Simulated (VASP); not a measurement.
GaP (sol): single point with PBEsol

The system is GaP (sol).

```xyz
2
Lattice="0.0000 2.7258 2.7258 2.7258 0.0000 2.7258 2.7258 2.7258 0.0000" Properties=species:S:1:pos:R:3 pbc="T T T"
Ga    0.0000    0.0000    0.0000
P     4.0887    4.0887    4.0887
```

```yaml
Program: VASP 6.6.1
Task: single point
Functional: PBEsol
Potentials_or_basis: VASP PAW PBE potentials, release 64 (Ga_d, P)
Cutoff: 520 eV
k_mesh: 6 × 6 × 6
Occupations: gaussian, width 0.1 eV
Spin: no spin polarisation
Dipole_correction: no
Further_INCAR_settings: ALGO = Normal; EDIFF = 1e-07; NBANDS = 16
```

| Item | Value |
| --- | --- |
| Pressure | -0.6 GPa |
| Band gap on the k mesh | 1.51 eV, indirect (least direct gap 1.74 eV) |

Levels at points of the mesh, in eV from the valence-band top:
```tsv
k point	band 6	band 7	band 8	band 9	band 10	band 11	band 12	band 13
(0.00, 0.00, 0.00)	-12.52	0.00	0.00	0.00	1.74	3.82	3.82	3.82
(0.50, 0.00, 0.00)	-10.43	-6.70	-1.13	-1.13	1.58	4.65	4.65	8.08
(0.50, 0.50, 0.00)	-9.52	-6.81	-2.71	-2.71	1.51	1.71	10.54	10.54
```

It took 13 s on 1 thread of AMD EPYC 7R13 Processor (Zen 3) (shared host), peak memory 0.14 GiB.

Caveat: the PAW data sets were made with another functional, which shifts forces and pressure a little. A k mesh can miss the band edges.
